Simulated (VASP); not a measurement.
Ge, 2 atoms in the cell. The structure is trigonal, space group R-3m (No. 166). The conventional cell has a = 3.899 Å, b = 3.899 Å, c = 10.315 Å, α = 90.00°, β = 90.00°, γ = 120.00°. Ge (site symmetry 3m) has 4 Ge at 2.41 to 2.58 Å within 3.2 Å.  This cell differs from its parent crystal: ratio of the length along [111] to the lengths across it x 1.08, volume and fractional coordinates fixed.

```yaml
Program: VASP 6.6.1
Task: single point
Functional: PBEsol
Potentials_or_basis: VASP PAW PBE potentials, release 64 (Ge_d)
Cutoff: 520 eV
k_mesh: 16 × 16 × 16
Occupations: gaussian, width 0.15 eV
Spin: no spin polarisation
Dipole_correction: no
Further_INCAR_settings: ALGO = Normal; EDIFF = 1e-06; NBANDS = 21
```

Potentials or basis: VASP PAW PBE potentials, release 64 (Ge_d).

The run is started by

```console
$ cat potpaw_PBE.64/Ge_d/POTCAR > POTCAR
$ mpirun -np 1 vasp_std > vasp.out
```

Hardware: 1 thread of Intel(R) Xeon(R) 6975P-C (Granite Rapids), on a shared host.

Question: Estimate the wall time of this run.

Answer: Wall time 100 s on 1 thread of Intel(R) Xeon(R) 6975P-C (Granite Rapids), with other jobs on the host, peak memory 0.41 GiB. Counts: scf iterations 12, k points 417.
